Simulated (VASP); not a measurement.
# Ru in VASP: single point with PBEsol

Aim: the single point of Ru with PBEsol.

Program: VASP 6.6.1. These are calculated values, not measurements. Logs are shortened: lines on timing, memory, paths and dates and some standing lists are left out, and cuts for length are marked.

## Step 1: The cell of the first run

The cell holds a wire or tube with vacuum around it, 18 atoms: a = 17.100 Å, b = 16.300 Å, c = 4.252 Å, α = 90.00°, β = 90.00°, γ = 90.00°.

## Step 2: Single point, PBEsol

Input file INCAR:

```
SYSTEM = Ru
ALGO     = Normal         ! electronic algorithm
EDIFF    = 1E-6           ! SCF threshold, eV
ENCUT    = 520            ! plane-wave cutoff, eV
GGA      = PS             ! functional
ISIF     = 2              ! what is computed and relaxed
ISMEAR   = 0              ! smearing method
LASPH    = .TRUE.         ! aspherical terms in the spheres
LCHARG   = .FALSE.        ! write CHGCAR
LREAL    = Auto         
LWAVE    = .FALSE.        ! write WAVECAR
NBANDS   = 141            ! bands
NELM     = 100            ! most SCF steps
PREC     = Accurate       ! precision mode
SIGMA    = 0.05           ! smearing width, eV
```

Input file KPOINTS:

```
k-points
0
G
  1 1 13
  0 0 0
```

Input file POSCAR:

```
Ru
1.0
   17.1000000000      0.0000000000      0.0000000000
    0.0000000000     16.3000000000      0.0000000000
    0.0000000000      0.0000000000      4.2519209237
Ru
18
Direct
    0.3427178942      0.3332886216      0.2500000000
    0.2640768413      0.4761840888      0.2500000000
    0.5000000000      0.3332886216      0.2500000000
    0.4213589471      0.4761840888      0.2500000000
    0.3427178942      0.6190795560      0.2500000000
    0.6572821058      0.3332886216      0.2500000000
    0.5786410529      0.4761840888      0.2500000000
    0.5000000000      0.6190795560      0.2500000000
    0.7359231587      0.4761840888      0.2500000000
    0.6572821058      0.6190795560      0.2500000000
    0.4213589471      0.2856567992      0.7500000000
    0.3427178942      0.4285522664      0.7500000000
    0.5786410529      0.2856567992      0.7500000000
    0.5000000000      0.4285522664      0.7500000000
    0.4213589471      0.5714477336      0.7500000000
    0.6572821058      0.4285522664      0.7500000000
    0.5786410529      0.5714477336      0.7500000000
    0.5000000000      0.7143432008      0.7500000000
```

Potentials or basis: VASP PAW PBE potentials, release 64 (Ru_pv).

On the command line:

```sh
> cat potpaw_PBE.64/Ru_pv/POTCAR > POTCAR
> mpirun -np 1 vasp_std > vasp.out
```

OUTCAR:

```text
SYSTEM = Ru
   EDIFF = 1E-6
   ENCUT = 520
   GGA = PS
   ISIF = 2
   ISMEAR = 0
   LASPH = .TRUE.
   LREAL = Auto
   NELM = 100
   PREC = Accurate

 ion  position               nearest neighbor table
   1  0.343  0.333  0.250-  12 2.63  12 2.63  11 2.63  11 2.63   2 2.69   4 2.69   3 2.69
   2  0.264  0.476  0.250-  12 2.63  12 2.63   1 2.69   5 2.69   4 2.69
   3  0.500  0.333  0.250-  14 2.63  14 2.63  11 2.63  11 2.63  13 2.63  13 2.63   4 2.69   7 2.69
                             6 2.69   1 2.69
   4  0.421  0.476  0.250-  15 2.63  15 2.63  14 2.63  14 2.63  12 2.63  12 2.63   3 2.69   1 2.69
                             8 2.69   5 2.69   7 2.69   2 2.69
   5  0.343  0.619  0.250-  15 2.63  15 2.63   2 2.69   4 2.69   8 2.69
   6  0.657  0.333  0.250-  16 2.63  16 2.63  13 2.63  13 2.63   9 2.69   7 2.69   3 2.69
   7  0.579  0.476  0.250-  17 2.63  17 2.63  14 2.63  14 2.63  16 2.63  16 2.63   3 2.69   6 2.69
                             8 2.69  10 2.69   4 2.69   9 2.69
   8  0.500  0.619  0.250-  18 2.63  18 2.63  15 2.63  15 2.63  17 2.63  17 2.63   4 2.69   7 2.69
                             5 2.69  10 2.69
   9  0.736  0.476  0.250-  16 2.63  16 2.63   6 2.69  10 2.69   7 2.69
  10  0.657  0.619  0.250-  17 2.63  17 2.63   9 2.69   7 2.69   8 2.69
  11  0.421  0.286  0.750-   3 2.63   3 2.63   1 2.63   1 2.63  14 2.69  12 2.69  13 2.69
  12  0.343  0.429  0.750-   1 2.63   1 2.63   2 2.63   2 2.63   4 2.63   4 2.63  11 2.69  15 2.69
                            14 2.69
  13  0.579  0.286  0.750-   3 2.63   3 2.63   6 2.63   6 2.63  14 2.69  16 2.69  11 2.69
  14  0.500  0.429  0.750-   3 2.63   3 2.63   7 2.63   4 2.63   4 2.63   7 2.63  13 2.69  11 2.69
                            17 2.69  15 2.69  12 2.69  16 2.69
  15  0.421  0.571  0.750-   4 2.63   4 2.63   8 2.63   8 2.63   5 2.63   5 2.63  18 2.69  14 2.69
                            12 2.69  17 2.69
  16  0.657  0.429  0.750-   6 2.63   6 2.63   9 2.63   9 2.63   7 2.63   7 2.63  13 2.69  17 2.69
                            14 2.69
  17  0.579  0.571  0.750-   7 2.63   7 2.63   8 2.63   8 2.63  10 2.63  10 2.63  18 2.69  14 2.69
                            16 2.69  15 2.69
  18  0.500  0.714  0.750-   8 2.63   8 2.63  17 2.69  15 2.69

  LATTYP: Found a simple orthorhombic cell.
 ALAT       =     4.2519209237
 B/A-ratio  =     3.8335614167
 C/A-ratio  =     4.0217116703

  Lattice vectors:

 A1 = (   0.0000000000,   0.0000000000,  -4.2519209237)
 A2 = (   0.0000000000,  16.3000000000,   0.0000000000)
 A3 = (  17.1000000000,   0.0000000000,   0.0000000000)

Analysis of symmetry for initial positions (statically):
=====================================================================
 Subroutine PRICEL returns:
 Original cell was already a primitive cell.

 Routine SETGRP: Setting up the symmetry group for a
 simple orthorhombic supercell.

 Subroutine GETGRP returns: Found  4 space group operations
[... 146 lines left out ...]
   EMIN   =  10.00;   EMAX   =-10.00  energy-range for DOS
   EFERMI =   0.00;   METHOD = LEGACY
   ISMEAR =     0;   SIGMA  =   0.05  broadening in eV -4-tet -1-fermi 0-gaus
   EFERMI_NEDOS =   21; number of points for ismear=-14 and -15
   IALGO  =     38    algorithm
   IMIX   =      4    mixing-type and parameters
     AMIX     =   0.40;   BMIX     =  1.00
     AMIX_MAG =   1.60;   BMIX_MAG =  1.00
  volume/ion in A,a.u.               =      65.84       444.32
  Fermi-wavevector in a.u.,A,eV,Ry     =   0.977129  1.846507 12.990594  0.954782
  Thomas-Fermi vector in A             =   2.107803
   LORBIT       =      0    0 simple, 1 ext, 2 COOP (PROOUT), +10 PAW based schemes
   GGA     = PS    functional components
   LHFCALC =     F    Hartree Fock is set to
   AEXX    =    0.0000 exact exchange contribution
   IVDW    =     0    specifies the selected vdW correction
   LEPSILON=     F    determine dielectric tensor
   LRPA    =     F    only Hartree local field effects (RPA)
 non-spin polarized calculation
 Gauss-broadening in eV      SIGMA  =   0.05
  energy-cutoff  :      520.00
  volume of cell :     1185.14
 maximum number of plane-waves:     31984
 NGX is ok and might be reduce to   126
   NGX = 63   NGY = 61   NGZ = 15

 number of electron     251.9999968 magnetization

 Free energy of the ion-electron system (eV)
  ---------------------------------------------------
  ext. energy  EPLUGINS =         0.00000000
  ---------------------------------------------------
  free energy    TOTEN  =      -152.53492360 eV

  energy without entropy =     -152.47778847  energy(sigma->0) =     -152.50635603

 E-fermi :  -0.6886     XC(G=0):  -4.2580

 val. band max:       -0.6970967681   @ k =   0.0000   0.0000   0.3846
 cond. band min:      -0.6805936252   @ k =   0.0000   0.0000   0.2308
 fundamental gap:      0.0165031428
 Fermi energy:        -0.6886315156

 k-point     1 :       0.0000    0.0000    0.0000
  band No.  band energies     occupation
      1     -44.3388      2.00000
      2     -44.1625      2.00000
      3     -44.1250      2.00000
      4     -44.1018      2.00000
      5     -44.0584      2.00000
      6     -44.0462      2.00000
[... 976 lines left out ...]
    137      -0.0230      0.00000
    138      -0.0034      0.00000
 [bands above 138 left out]

------------------------ aborting loop because EDIFF is reached ----------------------------------------

  FORCE on cell =-STRESS in cart. coord.  units (eV):
  Direction    XX          YY          ZZ          XY          YZ          ZX
  --------------------------------------------------------------------------------------
  -------------------------------------------------------------------------------------
  Total      -34.0787557    -34.6797199    -36.2498072      0.0000000      0.0000000      0.0000000
  in kB      -46.0707643    -46.8832025    -49.0057894      0.0000000      0.0000000      0.0000000
  external PRESSURE =     -47.3199188 kB  Pullay stress =       0.0000000 kB

 VOLUME and BASIS-vectors are now :
 -----------------------------------------------------------------------------
  energy-cutoff  :      520.00
  volume of cell :     1185.14
      direct lattice vectors                 reciprocal lattice vectors
    17.100000000  0.000000000  0.000000000     0.058479532  0.000000000  0.000000000
     0.000000000 16.300000000  0.000000000     0.000000000  0.061349693  0.000000000
     0.000000000  0.000000000  4.251920924     0.000000000  0.000000000  0.235187817

 POSITION                                       TOTAL-FORCE (eV/Angst)
 -----------------------------------------------------------------------------------
      5.86048      5.43260      1.06298         1.115561      1.307381      0.000000
      4.51571      7.76180      1.06298         2.955393      0.097988      0.000000
      8.55000      5.43260      1.06298         0.000000     -0.219588      0.000000
      7.20524      7.76180      1.06298        -0.907189      0.302513      0.000000
      5.86048     10.09100      1.06298         1.402999     -2.407321      0.000000
     11.23952      5.43260      1.06298        -1.115561      1.307381      0.000000
[... 10 lines left out ...]
      9.89476      9.31460      3.18894        -0.116483      0.530680      0.000000
      8.55000     11.64379      3.18894         0.000000     -2.704183      0.000000
 -----------------------------------------------------------------------------------
    total drift:                                0.000000     -0.000011     -0.000000

  FREE ENERGIE OF THE ION-ELECTRON SYSTEM (eV)
  ---------------------------------------------------
  free  energy   TOTEN  =      -152.5349235955 eV

  energy  without entropy=     -152.4777884655  energy(sigma->0) =     -152.50635603
```

OSZICAR:

```text
N       E                     dE             d eps       ncg     rms          rms(c)
DAV:   1     0.206324735196E+04    0.20632E+04   -0.14959E+05  2758   0.154E+03
DAV:   2    -0.537956608593E+02   -0.21170E+04   -0.20639E+04  2144   0.414E+02
DAV:   3    -0.159867300154E+03   -0.10607E+03   -0.10134E+03  2740   0.719E+01
[... 28 lines left out ...]
DAV:  32    -0.152534896430E+03   -0.20412E-04   -0.12117E-06  1372   0.227E-03    0.158E-03
DAV:  33    -0.152534908398E+03   -0.11968E-04   -0.36648E-07  1236   0.134E-03    0.118E-03
DAV:  34    -0.152534918697E+03   -0.10300E-04   -0.53920E-07  1300   0.106E-03    0.108E-03
DAV:  35    -0.152534922949E+03   -0.42520E-05   -0.27292E-07  1212   0.757E-04    0.307E-04
DAV:  36    -0.152534923595E+03   -0.64612E-06   -0.98880E-08  1132   0.499E-04
   1 F= -.15253492E+03 E0= -.15250636E+03  d E =-.571351E-01
```

It took 38 min on 1 thread of Intel Xeon 6975P-C (Granite Rapids), shared host; peak memory 1.3 GiB.

Results:

```yaml
Free_energy: -152.5349 eV
Largest_force: 2.957 eV/Å
Band_gap_on_the_k_mesh: zero (bands 126 and 127 overlap by 0.11 eV)
```

Forces on the atoms (eV/Å):
```
Ru   1.116  1.307  0.000
Ru   2.955  0.098  0.000
Ru   0.000 -0.220  0.000
Ru  -0.907  0.303  0.000
Ru   1.403 -2.407  0.000
Ru  -1.116  1.307  0.000
Ru   0.907  0.303  0.000
Ru   0.000  0.507  0.000
Ru  -2.955  0.098  0.000
Ru  -1.403 -2.407  0.000
Ru   0.656  1.673  0.000
Ru  -0.604  0.036  0.000
Ru  -0.656  1.673  0.000
Ru   0.000 -0.664  0.000
Ru   0.116  0.531  0.000
Ru   0.604  0.036  0.000
Ru  -0.116  0.531  0.000
Ru   0.000 -2.704  0.000
```

Caveat: the PAW data sets were made with another functional, which shifts forces and pressure a little.
